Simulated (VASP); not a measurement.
Here is a VASP 6.6.1 calculation.

Contents of POSCAR:

```
CoO
1.0
    0.0000000000      2.1171941998      2.1171941998
    2.1171941998      0.0000000000      2.1171941998
    2.1171941998      2.1171941998      0.0000000000
Co O
1 1
Direct
    0.0000000000      0.0000000000      0.0000000000
    0.5000000000      0.5000000000      0.5000000000
```

File INCAR.step1:

```
SYSTEM = CoO
PREC = Accurate
ENCUT = 520
EDIFF = 1E-5
ISMEAR = -1
SIGMA = 0.05
LREAL = .False.
LASPH = .True.
NELM = 150
ALGO = Normal
ISIF = 2
LWAVE = .True.
LCHARG = .False.
ISPIN = 2
MAGMOM = 2 0
LORBIT = 11
LMAXMIX = 4
NBANDS = 18
GGA = PE
```

The input INCAR.step2:

```
SYSTEM = CoO
PREC = Accurate
ENCUT = 520
EDIFF = 1E-6
ISMEAR = -1
SIGMA = 0.05
LREAL = .False.
LASPH = .True.
NELM = 150
ALGO = Normal
ISIF = 2
LWAVE = .False.
LCHARG = .False.
ISPIN = 2
MAGMOM = 2 0
LORBIT = 11
LMAXMIX = 4
GGA = PE
LHFCALC = .True.
HFSCREEN = 0.2079
PRECFOCK = Normal
NBANDS = 18
ISTART = 1
```

File KPOINTS:

```
Automatic mesh
0
Gamma
  6 6 6
  0 0 0
```

Potentials or basis: VASP PAW PBE potentials, release 64 (Co, O).

Command:

```sh
$ cat potpaw_PBE.64/Co/POTCAR potpaw_PBE.64/O/POTCAR > POTCAR
$ cp INCAR.step1 INCAR
$ mpirun -np 1 vasp_std > vasp.out
$ cp INCAR.step2 INCAR
$ mpirun -np 1 vasp_std > vasp.out
```

Question: Predict the pressure.

Answer: -4.5 GPa.

Question: What does it give for the site moments?

Answer: Co +2.72; O +0.27 μB.

Question: What does it give for the net moment?

Answer: 3.00 μB per cell.

Caveat: the k points lie up to 0.43 Å⁻¹ apart, too coarse for converged energies and pressures of a metal; the PAW data sets were made with another functional, which shifts forces and pressure a little; a cell with one magnetic atom can't hold antiferromagnetic order, which such compounds often take.
